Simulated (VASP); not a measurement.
A run of VASP 6.6.1:

The input POSCAR:

```
Lu
1.0
    0.0000000000      2.3770353637      2.3770353637
    2.3770353637      0.0000000000      2.3770353637
    2.3770353637      2.3770353637      0.0000000000
Lu
1
Direct
    0.0000000000      0.0000000000      0.0000000000
```

Contents of INCAR.step1:

```
PREC     = Accurate       # precision mode
ENCUT    = 660            # plane-wave cutoff, eV
ISMEAR   = -1             # smearing method
SIGMA    = 0.1            # smearing width, eV
LREAL    = False          # projectors in reciprocal space
LASPH    = True           # aspherical terms in the spheres
NELM     = 120            # most SCF steps
NBANDS   = 18             # bands
GGA      = PE             # functional
ALGO     = Normal         # electronic algorithm
EDIFF    = 1E-5           # SCF threshold, eV
LWAVE    = True           # write WAVECAR
LCHARG   = False          # write CHGCAR
GGA_COMPAT= False
```

Contents of INCAR.step2:

```
PREC     = Accurate       # precision mode
ENCUT    = 660            # plane-wave cutoff, eV
EDIFF    = 1E-6           # SCF threshold, eV
ISMEAR   = -1             # smearing method
SIGMA    = 0.1            # smearing width, eV
LREAL    = False          # projectors in reciprocal space
LASPH    = True           # aspherical terms in the spheres
NELM     = 120            # most SCF steps
ALGO     = Normal         # electronic algorithm
ISIF     = 2              # what is computed and relaxed
LWAVE    = False          # write WAVECAR
LCHARG   = False          # write CHGCAR
METAGGA  = R2SCAN         # meta-GGA
LMIXTAU  = True         
NBANDS   = 18             # bands
ISTART   = 1            
GGA_COMPAT= False
```

Contents of KPOINTS:

```
regular mesh
0
Gamma
  13 13 13
```

Potentials or basis: VASP PAW PBE potentials, release 64 (Lu).

Run with:

```sh
$ cat potpaw_PBE.64/Lu/POTCAR > POTCAR
$ cp INCAR.step1 INCAR
$ mpirun -np 1 vasp_std > vasp.out
$ cp INCAR.step2 INCAR
$ mpirun -np 1 vasp_std > vasp.out
```

Hardware: 1 thread of Intel(R) Xeon(R) Platinum 8559C (Emerald Rapids), on a shared host.

How long does it take, and how much memory?

It took 110 s on 1 thread of Intel(R) Xeon(R) Platinum 8559C (Emerald Rapids) (shared host), peak memory 0.22 GiB. Counts: k points 84.
